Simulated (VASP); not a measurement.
Input of a VASP 6.6.1 run:

Contents of INCAR:

```
PREC = Accurate
ENCUT = 520
EDIFF = 1E-6
ISMEAR = 0
SIGMA = 0.05
LREAL = False
LASPH = True
NELM = 100
ALGO = Normal
ISIF = 2
LWAVE = False
LCHARG = False
GGA = CA
NBANDS = 11
```

File KPOINTS:

```
Automatic mesh
0
Gamma
  12 12 12
```

File POSCAR:

```
Si
1.0
    0.0000000000      2.8763508721      2.7953269038
    2.4307190468      0.0000000000      2.7953269038
    2.4307190468      2.8763508721      0.0000000000
Si
2
Direct
    0.5000000000      0.5000000000      0.5000000000
    0.7500000000      0.7500000000      0.7500000000
```

Potentials or basis: VASP PAW LDA potentials, release 64 (Si).

Run with:

```sh
$ cat potpaw_LDA.64/Si/POTCAR > POTCAR
$ mpirun -np 1 vasp_std > vasp.out
```

Question: Predict the band gap on the k mesh.

Answer: Zero (band 4 reaches 6.67 eV, above the bottom of band 5 at 5.57 eV).

Question: Estimate the pressure.

Answer: -0.3 GPa.

Stress tensor (GPa, compression positive):
```
 6.29  0.00  0.00
 0.00 -5.58  0.00
 0.00  0.00 -1.46
```

Caveat: the cell differs from its parent crystal (strain +e along x and -e along y -0.0825, strain +e along z and -e/2 along x and y +0.0350).
